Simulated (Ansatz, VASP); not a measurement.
## Zr2O in VASP and in Ansatz

POSCAR

```
Zr2O
1.0
    5.2333832088      0.0000000000      0.0000000000
    0.0000000000      5.2333832088      0.0000000000
    0.0000000000      0.0000000000      5.0395542010
Zr O
4 2
Direct
    0.2500000000      0.2500000000      0.7500000000
    0.7500000000      0.2500000000      0.2500000000
    0.2500000000      0.7500000000      0.2500000000
    0.7500000000      0.7500000000      0.7500000000
    0.0000000000      0.0000000000      0.0000000000
    0.5000000000      0.5000000000      0.5000000000
```

INCAR.step1

```
SYSTEM = Zr2O
  ALGO = Normal
  EDIFF = 1E-4
  ENCUT = 520
  GGA = PE
  ISMEAR = 0
  LASPH = .True.
  LCHARG = .False.
  LREAL = .False.
  LWAVE = .True.
  NBANDS = 39
  NELM = 60
  PREC = Accurate
  SIGMA = 0.15
```

INCAR.step2

```
SYSTEM = Zr2O
  ALGO = Normal
  EDIFF = 1E-7
  ENCUT = 520
  ISIF = 2
  ISMEAR = 0
  ISTART = 1
  LASPH = .True.
  LCHARG = .False.
  LMIXTAU = .True.
  LREAL = .False.
  LWAVE = .False.
  METAGGA = R2SCAN
  NBANDS = 39
  NELM = 60
  PREC = Accurate
  SIGMA = 0.15
```

Contents of KPOINTS:

```
k-points
0
Gamma
  10 10 10
  0 0 0
```

Input for Ansatz:

```yaml
crystal:
  lattice:
    - [5.2333832088, 0.0, 0.0]
    - [0.0, 5.2333832088, 0.0]
    - [0.0, 0.0, 5.039554201]
  atoms:
    - { symbol: Zr, position: [0.25, 0.25, 0.75] }
    - { symbol: Zr, position: [0.75, 0.25, 0.25] }
    - { symbol: Zr, position: [0.25, 0.75, 0.25] }
    - { symbol: Zr, position: [0.75, 0.75, 0.75] }
    - { symbol: O, position: [0.0, 0.0, 0.0] }
    - { symbol: O, position: [0.5, 0.5, 0.5] }
basis:
  ecutwfc: 500
kpoints:
  mp_grid: { grid: [10, 10, 10] }
hamiltonian:
  xc: r2scan
scf:
  occupations: { method: gaussian, width: 0.15 }
output:
  forces: true
  stress: true
  eigenvalues: true
```

Change from the starting cell: strain +0.080 along x and y, +0.040 along z, atoms carried along.

Alike in both runs: task single point; functional r2SCAN; k mesh 10 × 10 × 10; occupations gaussian, width 0.15 eV; no spin polarisation.

|  | VASP | Ansatz |
| --- | --- | --- |
| version | VASP 6.6.1 | Ansatz 0.2.0 |
| potentials or method | VASP PAW PBE potentials, release 64 (Zr_sv, O), cutoff 520 eV | scalar-relativistic, plane waves, PAW |
| valence electrons in the cell | 60 | 60 |

VASP gave:

```
gap on the k mesh at the Fermi level (eV)                     : none
pressure (GPa)                                                : -17.9
traceless stress, the component that is largest in VASP (GPa) : 1.77
```

Q: What did Ansatz give for the same quantities?

A: gap on the k mesh at the Fermi level (eV): none; pressure (GPa): -18.0; traceless stress, the component that is largest in VASP (GPa): 1.77.

VASP's potentials were made for PBE, not for r2SCAN. A gap of «none» marks a metal or a gap that the smearing closes.
